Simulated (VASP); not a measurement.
A run of VASP 6.6.1:

File INCAR:

```
SYSTEM = Hf2TaN3
PREC = Accurate ; ENCUT = 600
EDIFF = 1E-6 ; ISMEAR = 0
SIGMA = 0.1 ; LREAL = .False.
LASPH = .True. ; NELM = 100
ALGO = Normal ; ISIF = 3
LWAVE = .False. ; LCHARG = .False.
GGA = PE ; IBRION = 2
NSW = 90 ; EDIFFG = -0.04
```

KPOINTS

```
Automatic mesh
0
Gamma
  6 6 2
  0 0 0
```

The input POSCAR:

```
Hf2TaN3
1.0
    3.2853603600      0.0000000000      0.0000000000
    0.0000000000      3.2853603600      0.0000000000
    0.0000000000      0.0000000000      8.0086993900
Hf Ta N
2 1 3
Direct
    0.0000000000      0.0000000000      0.0094770000
    0.5000000000      0.5000000000      0.4938240100
    0.5000000000      0.5000000000      0.1658110000
    0.0000000000      0.0000000000      0.6709480300
    0.0000000000      0.0000000000      0.3257620000
    0.5000000000      0.5000000000      0.8341779700
```

Potentials or basis: VASP PAW PBE potentials, release 64 (Hf_pv, Ta_pv, N).

Run with:

```console
$ cat potpaw_PBE.64/Hf_pv/POTCAR potpaw_PBE.64/Ta_pv/POTCAR potpaw_PBE.64/N/POTCAR > POTCAR
$ mpirun -np 1 vasp_std > vasp.out
```

Hardware: 1 thread of Intel(R) Xeon(R) 6975P-C (Granite Rapids), on a shared host.

Q: How long does it take, and how much memory?

A: It took 9.6 min on 1 thread of Intel(R) Xeon(R) 6975P-C (Granite Rapids) (shared host), peak memory 0.27 GiB. Counts: scf iterations 301, k points 20, ion steps 32.
